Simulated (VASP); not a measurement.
Input of a VASP 6.6.1 run:

The input INCAR:

```
ALGO     = Normal         # electronic algorithm
EDIFF    = 1E-7           # SCF threshold, eV
ENCUT    = 520            # plane-wave cutoff, eV
GGA      = PE             # functional
ISIF     = 2              # what is computed and relaxed
ISMEAR   = 0              # smearing method
LASPH    = T              # aspherical terms in the spheres
LCHARG   = F              # write CHGCAR
LREAL    = F              # projectors in reciprocal space
LWAVE    = F              # write WAVECAR
NBANDS   = 35             # bands
NELM     = 60             # most SCF steps
PREC     = Accurate       # precision mode
SIGMA    = 0.1            # smearing width, eV
```

The input KPOINTS:

```
k-points
0
Gamma
  6 6 2
```

File POSCAR:

```
Ge2TeO3
1.0
    3.4962294500      0.0000000000      0.0000000000
    0.0000000000      3.4962294500      0.0000000000
    0.0000000000      0.0000000000      7.6301959900
Ge Te O
2 1 3
Direct
    0.5000000000      0.0000000000      0.7391800300
    0.0000000000      0.5000000000      0.2608199700
    0.5000000000      0.5000000000      0.0000000000
    0.5000000000      0.0000000000      0.3822810100
    0.0000000000      0.5000000000      0.6177189900
    0.0000000000      0.0000000000      0.0000000000
```

Potentials or basis: VASP PAW PBE potentials, release 64 (Ge_d, Te, O).

Launch:

```bash
$ cat potpaw_PBE.64/Ge_d/POTCAR potpaw_PBE.64/Te/POTCAR potpaw_PBE.64/O/POTCAR > POTCAR
$ mpirun -np 1 vasp_std > vasp.out
```

(1) Estimate the largest force.

(2) Estimate the pressure.

(3) Estimate the band gap on the k mesh.

Results:

(1) 4.975 eV/Å.

(2) -3.9 GPa.

(3) zero (bands 26 and 27 overlap by 0.31 eV).

Caveat: the k points lie up to 0.41 Å⁻¹ apart; semilocal functionals underestimate gaps, and a narrow one can read as zero; spin-orbit coupling is left out, which moves the levels of the heavy elements; forces of over 1 eV/Å act on the atoms, so gaps and moduli don't describe the material at rest.
